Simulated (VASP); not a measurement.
# KF in VASP: further runs

KF is run at these levels: PBE; tasks: single point.

Program: VASP 6.6.1. These are calculated values, not measurements. Logs are shortened: lines on timing, memory, paths and dates and some standing lists are left out, and cuts for length are marked.

**1. The cell of the first run**

The cell holds a wire or tube with vacuum around it, 2 atoms: a = 9.000 Å, b = 9.300 Å, c = 4.877 Å, α = 90.00°, β = 90.00°, γ = 90.00°.

**2. Single point, PBE, collinear spin**

File INCAR:

```
SYSTEM = KF
PREC = Accurate
ENCUT = 520
EDIFF = 1E-6
ISMEAR = 0
SIGMA = 0.05
LREAL = .False.
LASPH = .True.
NELM = 150
ALGO = Normal
ISIF = 2
LWAVE = .False.
LCHARG = .False.
ISPIN = 2
MAGMOM = 0.5 0.5
LORBIT = 11
GGA = PE
NBANDS = 19
```

File KPOINTS:

```
regular mesh
0
Gamma
  1 1 13
  0 0 0
```

File POSCAR:

```
KF
1.0
    9.0000000000      0.0000000000      0.0000000000
    0.0000000000      9.3000000000      0.0000000000
    0.0000000000      0.0000000000      4.8768595722
K F
1 1
Direct
    0.5000000000      0.5000000000      0.0000000000
    0.5000000000      0.5000000000      0.4650000000
```

Potentials or basis: VASP PAW PBE potentials, release 64 (K_sv, F).

Run with:

```console
$ cat potpaw_PBE.64/K_sv/POTCAR potpaw_PBE.64/F/POTCAR > POTCAR
$ mpirun -np 1 vasp_std > vasp.out
```

OUTCAR:

```text
SYSTEM = KF
   PREC = Accurate
   ENCUT = 520
   EDIFF = 1E-6
   ISMEAR = 0
   LREAL = .False.
   LASPH = .True.
   NELM = 150
   ISIF = 2
   ISPIN = 2
   LORBIT = 11
   GGA = PE

 ion  position               nearest neighbor table
   1  0.500  0.500  0.000-   2 2.27   2 2.61
   2  0.500  0.500  0.465-   1 2.27   1 2.61

  LATTYP: Found a simple orthorhombic cell.
 ALAT       =     4.8768595722
 B/A-ratio  =     1.8454498980
 C/A-ratio  =     1.9069648946

  Lattice vectors:

 A1 = (   0.0000000000,   0.0000000000,   4.8768595722)
 A2 = (   9.0000000000,   0.0000000000,   0.0000000000)
 A3 = (   0.0000000000,   9.3000000000,   0.0000000000)

Analysis of symmetry for initial positions (statically):
=====================================================================
 Subroutine PRICEL returns:
 Original cell was already a primitive cell.

 Routine SETGRP: Setting up the symmetry group for a
 simple orthorhombic supercell.

 Subroutine GETGRP returns: Found  4 space group operations
 (whereof  4 operations were pure point group operations)
 out of a pool of  8 trial point group operations.

The static configuration has the point symmetry C_2v.

Analysis of symmetry for dynamics (positions and initial velocities):
=====================================================================
 Subroutine PRICEL returns:
 Original cell was already a primitive cell.

 Routine SETGRP: Setting up the symmetry group for a
 simple orthorhombic supercell.

 Subroutine GETGRP returns: Found  4 space group operations
 (whereof  4 operations were pure point group operations)
 out of a pool of  8 trial point group operations.

The dynamic configuration has the point symmetry C_2v.

Analysis of structural, dynamic, and magnetic symmetry:
=====================================================================
 Subroutine PRICEL returns:
 Original cell was already a primitive cell.

 Routine SETGRP: Setting up the symmetry group for a
 simple orthorhombic supercell.

 Subroutine GETGRP returns: Found  4 space group operations
 (whereof  4 operations were pure point group operations)
 out of a pool of  8 trial point group operations.

The overall configuration has the point symmetry C_2v.

 Subroutine INISYM returns: Found  4 space group operations
 (whereof  4 operations are pure point group operations),
 and found     1 'primitive' translations

----------------------------------------------------------------------------------------

                                     Primitive cell

  volume of cell :     408.1931

  direct lattice vectors                    reciprocal lattice vectors
     9.000000000  0.000000000  0.000000000     0.111111111  0.000000000  0.000000000
     0.000000000  9.300000000  0.000000000     0.000000000  0.107526882  0.000000000
     0.000000000  0.000000000  4.876859572     0.000000000  0.000000000  0.205049989

  length of vectors
     9.000000000  9.300000000  4.876859572     0.111111111  0.107526882  0.205049989

  position of ions in fractional coordinates (direct lattice)
     0.500000000  0.500000000  0.000000000
     0.500000000  0.500000000  0.465000000

  ion indices of the primitive-cell ions
   primitive index   ion index
                 1           1
                 2           2

----------------------------------------------------------------------------------------

 KPOINTS: regular mesh

Automatic generation of k-mesh.
 Grid dimensions read from file:
 generate k-points for:    1    1   13

 Generating k-lattice:

  Cartesian coordinates                     Fractional coordinates (reciprocal lattice)
     0.111111111  0.000000000  0.000000000     1.000000000  0.000000000  0.000000000
     0.000000000  0.107526882  0.000000000     0.000000000  1.000000000  0.000000000
     0.000000000  0.000000000  0.015773076     0.000000000  0.000000000  0.076923077

  Length of vectors
     0.111111111  0.107526882  0.015773076

  Shift w.r.t. Gamma in fractional coordinates (k-lattice)
     0.000000000  0.000000000  0.000000000

 Subroutine IBZKPT returns following result:
 ===========================================

 Found      7 irreducible k-points:

 Following reciprocal coordinates:
            Coordinates               Weight
  0.000000  0.000000  0.000000      1.000000
  0.000000  0.000000  0.076923      2.000000
  0.000000  0.000000  0.153846      2.000000
  0.000000  0.000000  0.230769      2.000000
  0.000000  0.000000  0.307692      2.000000
  0.000000  0.000000  0.384615      2.000000
  0.000000  0.000000  0.461538      2.000000
   k-points           NKPTS =      7   k-points in BZ     NKDIM =      7   number of bands    NBANDS=     19
   number of dos      NEDOS =    301   number of ions     NIONS =      2
   total plane-waves  NPLWV = 176400
   dimension x,y,z NGX =    70 NGY =   70 NGZ =   36
   dimension x,y,z NGXF=   140 NGYF=  140 NGZF=   72
   ions per type =               1   1
   NGX,Y,Z   is equivalent  to a cutoff of  12.93, 12.51, 12.27 a.u.
   NGXF,Y,Z  is equivalent  to a cutoff of  25.86, 25.03, 24.54 a.u.
 SYSTEM =  KF
   PREC   = accura    normal or accurate (medium, high low for compatibility)
   ISTART =      0    job   : 0-new  1-cont  2-samecut
   ICHARG =      2    charge: 1-file 2-atom 10-const
   ISPIN  =      2    spin polarized calculation?
   LNONCOLLINEAR =      F non collinear calculations
   LSORBIT =      F    spin-orbit coupling
   LASPH  =      T    aspherical Exc in radial PAW
   ENCUT  =  520.0 eV  38.22 Ry    6.18 a.u.  16.73 17.29  9.07*2*pi/ulx,y,z
   NELM   =    150;   NELMIN=  2; NELMDL= -5     # of ELM steps
   EDIFF  = 0.1E-05   stopping-criterion for ELM
   LREAL  =      F    real-space projection
   EDIFFG = 0.1E-04   stopping-criterion for IOM
   NSW    =      0    number of steps for IOM
   IBRION =     -1    ionic relax: 0-MD 1-quasi-New 2-CG
   NFREE  =      0    steps in history (QN), initial steepest desc. (CG)
   ISIF   =      2    stress and relaxation
   ISYM   =      2    0-nonsym 1-usesym 2-fastsym
   POTIM  = 0.5000    time-step for ionic-motion
   TEBEG  =    0.0;   TEEND  =   0.0 temperature during run
   PSTRESS=    0.0 pullay stress
   NELECT =      16.0000    total number of electrons
   NUPDOWN=      -1.0000    fix difference up-down
   EMIN   =  10.00;   EMAX   =-10.00  energy-range for DOS
   EFERMI =   0.00;   METHOD = LEGACY
   ISMEAR =     0;   SIGMA  =   0.05  broadening in eV -4-tet -1-fermi 0-gaus
   EFERMI_NEDOS =   21; number of points for ismear=-14 and -15
   IALGO  =     38    algorithm
   IMIX   =      4    mixing-type and parameters
     AMIX     =   0.40;   BMIX     =  1.00
     AMIX_MAG =   1.60;   BMIX_MAG =  1.00
  volume/ion in A,a.u.               =     204.10      1377.31
  Fermi-wavevector in a.u.,A,eV,Ry     =   0.556109  1.050893  4.207693  0.309257
  Thomas-Fermi vector in A             =   1.590134
   LORBIT       =     11    0 simple, 1 ext, 2 COOP (PROOUT), +10 PAW based schemes
   GGA     = PE    functional components
   LHFCALC =     F    Hartree Fock is set to
   AEXX    =    0.0000 exact exchange contribution
   IVDW    =     0    specifies the selected vdW correction
   LEPSILON=     F    determine dielectric tensor
   LRPA    =     F    only Hartree local field effects (RPA)
 spin polarized calculation
 Gauss-broadening in eV      SIGMA  =   0.05
  energy-cutoff  :      520.00
  volume of cell :      408.19
 maximum number of plane-waves:     11002
 NGX is ok and might be reduce to    70
   NGX = 33   NGY = 35   NGZ = 19

 number of electron      16.0000002 magnetization      -0.0000143

 number of electron      16.0000002 magnetization       0.0000358

 Free energy of the ion-electron system (eV)
  ---------------------------------------------------
  ext. energy  EPLUGINS =         0.00000000
  ---------------------------------------------------
  free energy    TOTEN  =        -7.29427536 eV

  energy without entropy =       -7.29427536  energy(sigma->0) =       -7.29427536

 E-fermi :  -4.7382     XC(G=0):  -1.5621

 val. band max:       -5.0245046009   @ k =   0.0000   0.0000   0.0000
 cond. band min:      -0.7589367705   @ k =   0.0000   0.0000   0.0000
 fundamental gap:      4.2655678304
 Fermi energy:        -4.7381530109

 spin component 1

 k-point     1 :       0.0000    0.0000    0.0000
  band No.  band energies     occupation
      1     -32.9294      1.00000
      2     -23.7399      1.00000
      3     -16.5557      1.00000
      4     -16.5557      1.00000
      5     -16.2638      1.00000
      6      -5.2805      1.00000
[... 11 lines left out ...]
     18       3.9989      0.00000
     19       4.2999      0.00000
[... 111 lines left out ...]
 k-point     7 :       0.0000    0.0000    0.4615
  band No.  band energies     occupation
      1     -32.9221      1.00000
      2     -23.8338      1.00000
      3     -16.5503      1.00000
      4     -16.5503      1.00000
      5     -15.9506      1.00000
      6      -5.7473      1.00000
[... 11 lines left out ...]
     18       3.0882      0.00000
     19       3.5819      0.00000
 Fermi energy:        -4.7381530109

 spin component 2

 k-point     1 :       0.0000    0.0000    0.0000
  band No.  band energies     occupation
      1     -32.9294      1.00000
      2     -23.7399      1.00000
      3     -16.5557      1.00000
      4     -16.5557      1.00000
      5     -16.2638      1.00000
      6      -5.2805      1.00000
[... 11 lines left out ...]
     18       3.9946      0.00000
     19       4.3052      0.00000
[... 111 lines left out ...]
 k-point     7 :       0.0000    0.0000    0.4615
  band No.  band energies     occupation
      1     -32.9221      1.00000
      2     -23.8337      1.00000
      3     -16.5503      1.00000
      4     -16.5503      1.00000
      5     -15.9505      1.00000
      6      -5.7473      1.00000
[... 11 lines left out ...]
     18       3.0859      0.00000
     19       3.5281      0.00000

------------------------ aborting loop because EDIFF is reached ----------------------------------------

  FORCE on cell =-STRESS in cart. coord.  units (eV):
  Direction    XX          YY          ZZ          XY          YZ          ZX
  --------------------------------------------------------------------------------------
  -------------------------------------------------------------------------------------
  Total       -0.0402972     -0.0414672      0.0048922      0.0000000      0.0000000      0.0000000
  in kB       -0.1581685     -0.1627606      0.0192022      0.0000000      0.0000000      0.0000000
  external PRESSURE =      -0.1005756 kB  Pullay stress =       0.0000000 kB

 VOLUME and BASIS-vectors are now :
 -----------------------------------------------------------------------------
  energy-cutoff  :      520.00
  volume of cell :      408.19
      direct lattice vectors                 reciprocal lattice vectors
     9.000000000  0.000000000  0.000000000     0.111111111  0.000000000  0.000000000
     0.000000000  9.300000000  0.000000000     0.000000000  0.107526882  0.000000000
     0.000000000  0.000000000  4.876859572     0.000000000  0.000000000  0.205049989

 POSITION                                       TOTAL-FORCE (eV/Angst)
 -----------------------------------------------------------------------------------
      4.50000      4.65000      0.00000         0.000000      0.000000     -0.873488
      4.50000      4.65000      2.26774         0.000000      0.000000      0.873488
 -----------------------------------------------------------------------------------
    total drift:                                0.000000      0.000000      0.000001

  FREE ENERGIE OF THE ION-ELECTRON SYSTEM (eV)
  ---------------------------------------------------
  free  energy   TOTEN  =        -7.2942753550 eV

  energy  without entropy=       -7.2942753550  energy(sigma->0) =       -7.29427536

 total charge

# of ion       s       p       d       tot
------------------------------------------
    1        1.955   5.585   0.039   7.579
    2        1.732   4.334   0.000   6.066
--------------------------------------------------
tot          3.688   9.919   0.039  13.646

 magnetization (x)

# of ion       s       p       d       tot
------------------------------------------
    1        0.000   0.000  -0.000   0.000
    2        0.000  -0.000   0.000  -0.000
--------------------------------------------------
tot          0.000  -0.000  -0.000  -0.000
```

It took 100 s on 1 thread of AMD EPYC 9R45 (Zen 5), shared host; peak memory 0.53 GiB.

What came out:

```
Free energy                                           : -7.2943 eV
Largest force                                         : 0.873 eV/Å
Band gap on the k mesh                                : 4.27 eV
Net moment                                            : 0.00 μB per cell
Valence electrons inside the program's atomic spheres : K 7.58; F 6.07
```

Forces in eV/Å, atoms in the order of the input:
```
K    0.000  0.000 -0.873
F    0.000  0.000  0.873
```

Levels at points of the mesh, in eV from the valence-band top:
Spin up:
| k point | band 4 | band 5 | band 6 | band 7 | band 8 | band 9 | band 10 | band 11 | band 12 | band 13 |
| --- | --- | --- | --- | --- | --- | --- | --- | --- | --- | --- |
| (0.00, 0.00, 0.00) | -11.53 | -11.24 | -0.26 | -0.26 | 0.00 | 4.27 | 6.08 | 6.18 | 6.24 | 6.60 |
Spin down:
```
           k point  band 5  band 6  band 7  band 8  band 9  band 10  band 11  band 12
(0.00, 0.00, 0.00)  -11.24   -0.26   -0.26    0.00    4.27     6.07     6.17     6.24
```

**3. Single point, PBE, collinear spin**

This run uses another cell than the first one.

File INCAR:

```
PREC     = Accurate       # precision mode
ENCUT    = 520            # plane-wave cutoff, eV
EDIFF    = 1E-7           # SCF threshold, eV
ISMEAR   = 0              # smearing method
SIGMA    = 0.05           # smearing width, eV
LREAL    = F              # projectors in reciprocal space
LASPH    = T              # aspherical terms in the spheres
NELM     = 150            # most SCF steps
ALGO     = Normal         # electronic algorithm
ISIF     = 2              # what is computed and relaxed
LWAVE    = F              # write WAVECAR
LCHARG   = F              # write CHGCAR
ISPIN    = 2              # spin polarisation
MAGMOM   = 0.5 0.5        # initial moments
LORBIT   = 11             # projections on sites
GGA      = PE             # functional
NBANDS   = 19             # bands
```

File KPOINTS:

```
regular mesh
0
Gamma
  1 1 15
```

File POSCAR:

```
KF
1.0
   10.1000000000      0.0000000000      0.0000000000
    0.0000000000      9.3000000000      0.0000000000
    0.0000000000      0.0000000000      4.3891736149
K F
1 1
Direct
    0.4456785444      0.5000000000      0.0000000000
    0.5543214556      0.5000000000      0.5000000000
```

Potentials or basis: VASP PAW PBE potentials, release 64 (K_sv, F).

Run with:

```console
$ cat potpaw_PBE.64/K_sv/POTCAR potpaw_PBE.64/F/POTCAR > POTCAR
$ mpirun -np 1 vasp_std > vasp.out
```

Run time: 2.4 min. Hardware: 1 thread of AMD EPYC 9R45 (Zen 5), shared host; peak memory 0.65 GiB.

The run converged. Its results:

```
Free energy                                           : -7.1827 eV
Largest force                                         : 0.570 eV/Å
Band gap on the k mesh                                : 3.93 eV (least direct gap 3.99 eV)
Net moment                                            : 0.00 μB per cell
Valence electrons inside the program's atomic spheres : K 7.57; F 6.05
```

Forces on the atoms (eV/Å):
```
K    0.570  0.000  0.000
F   -0.570  0.000  0.000
```

Levels at points of the mesh, in eV from the valence-band top:
Spin up:
| k point | band 5 | band 6 | band 7 | band 8 | band 9 | band 10 | band 11 | band 12 |
| --- | --- | --- | --- | --- | --- | --- | --- | --- |
| (0.00, 0.00, 0.00) | -11.52 | -0.24 | -0.13 | -0.07 | 3.93 | 5.74 | 5.78 | 6.14 |
Spin down:
```csv
k point,band 6,band 7,band 8,band 9,band 10,band 11
"(0.00, 0.00, 0.00)",-0.24,-0.13,-0.07,3.93,5.74,5.78
```

**4. Single point, PBE, collinear spin**

This run uses another cell than the first one.

File INCAR:

```
SYSTEM = KF
  ALGO = Normal
  EDIFF = 1E-6
  ENCUT = 520
  GGA = PE
  ISIF = 2
  ISMEAR = 0
  ISPIN = 2
  LASPH = .TRUE.
  LCHARG = .FALSE.
  LORBIT = 11
  LREAL = .FALSE.
  LWAVE = .FALSE.
  MAGMOM = 0.5 0.5
  NBANDS = 19
  NELM = 150
  PREC = Accurate
  SIGMA = 0.05
```

File KPOINTS:

```
k-points
0
G
  1 1 25
  0 0 0
```

File POSCAR:

```
KF
1.0
   11.2000000000      0.0000000000      0.0000000000
    0.0000000000      9.3000000000      0.0000000000
    0.0000000000      0.0000000000      2.5847355732
K F
1 1
Direct
    0.4020273747      0.5000000000      0.0000000000
    0.5979726253      0.5000000000      0.5000000000
```

Potentials or basis: VASP PAW PBE potentials, release 64 (K_sv, F).

Run with:

```console
$ cat potpaw_PBE.64/K_sv/POTCAR potpaw_PBE.64/F/POTCAR > POTCAR
$ mpirun -np 1 vasp_std > vasp.out
```

OUTCAR:

```text
SYSTEM = KF
   EDIFF = 1E-6
   ENCUT = 520
   GGA = PE
   ISIF = 2
   ISMEAR = 0
   ISPIN = 2
   LASPH = .TRUE.
   LORBIT = 11
   LREAL = .FALSE.
   NELM = 150
   PREC = Accurate

 ion  position               nearest neighbor table
   1  0.402  0.500  0.000-   2 2.55   2 2.55
   2  0.598  0.500  0.500-   1 2.55   1 2.55

  LATTYP: Found a simple orthorhombic cell.
 ALAT       =     2.5847355732
 B/A-ratio  =     3.5980469710
 C/A-ratio  =     4.3331318360

  Lattice vectors:

[... 774 lines left out ...]
  in kB      -30.4448049      0.1200565     41.0720636      0.0000000      0.0000000      0.0000000
  external PRESSURE =       3.5824384 kB  Pullay stress =       0.0000000 kB

 VOLUME and BASIS-vectors are now :
 -----------------------------------------------------------------------------
  energy-cutoff  :      520.00
  volume of cell :      269.23
      direct lattice vectors                 reciprocal lattice vectors
    11.200000000  0.000000000  0.000000000     0.089285714  0.000000000  0.000000000
     0.000000000  9.300000000  0.000000000     0.000000000  0.107526882  0.000000000
     0.000000000  0.000000000  2.584735573     0.000000000  0.000000000  0.386886771

 POSITION                                       TOTAL-FORCE (eV/Angst)
 -----------------------------------------------------------------------------------
      4.50271      4.65000      0.00000         2.083464      0.000000      0.000000
      6.69729      4.65000      1.29237        -2.083464      0.000000      0.000000
 -----------------------------------------------------------------------------------
    total drift:                               -0.000152      0.000000      0.000000

  FREE ENERGIE OF THE ION-ELECTRON SYSTEM (eV)
  ---------------------------------------------------
  free  energy   TOTEN  =        -4.5185703495 eV

  energy  without entropy=       -4.5150183650  energy(sigma->0) =       -4.51679436

 total charge

# of ion       s       p       d       tot
------------------------------------------
    1        1.970   5.568   0.074   7.612
    2        1.741   4.252   0.000   5.993
--------------------------------------------------
tot          3.711   9.819   0.074  13.604

 magnetization (x)

# of ion       s       p       d       tot
------------------------------------------
    1       -0.000  -0.000  -0.000  -0.000
    2        0.000   0.001   0.000   0.001
--------------------------------------------------
tot         -0.000   0.001  -0.000   0.001
```

stdout:

```text
POSCAR found type information on POSCAR K F
 POSCAR found :  2 types and       2 ions
 scaLAPACK will be used
 LDA part: xc-table for (Slater+PW92), standard interpolation
 POSCAR, INCAR and KPOINTS ok, starting setup
 FFT: planning ... GRIDC
 FFT: planning ... GRID_SOFT
 FFT: planning ... GRID
 WAVECAR not read
 entering main loop
```

Run time: 2.5 min. Hardware: 1 thread of AMD EPYC 9R45 (Zen 5), shared host; peak memory 0.42 GiB.

What came out:

```yaml
Free_energy: -4.5186 eV
Largest_force: 2.083 eV/Å
Band_gap_on_the_k_mesh: 0.01 eV
Net_moment: 0.00 μB per cell
Valence_electrons_inside_the_program's_atomic_spheres: K 7.61; F 5.99
```

Forces on the atoms (eV/Å):
```
K    2.083  0.000  0.000
F   -2.083  0.000  0.000
```

**5. Summary**

| cell | k mesh | gap on the mesh (eV) | moment (μB) | largest force (eV/Å) |
| --- | --- | --- | --- | --- |
| a = 9.000, b = 9.300, c = 4.877 Å, 2 atoms, atomic positions A | 1 × 1 × 13 | 4.27 | 0.00 | 0.87 |
| a = 10.100, b = 9.300, c = 4.389 Å, 2 atoms, atomic positions B | 1 × 1 × 15 | 3.93 | 0.00 | 0.57 |
| a = 11.200, b = 9.300, c = 2.585 Å, 2 atoms, atomic positions C | 1 × 1 × 25 | 0.01 | 0.00 | 2.08 |

Alike in all rows: task single point; level PBE; potentials or basis VASP PAW PBE potentials, release 64 (K_sv, F); spin collinear; cutoff (eV) 520; smearing gaussian 0.05 eV.

Total energies depend on the potentials used, so only differences within one code and one set of settings carry meaning.
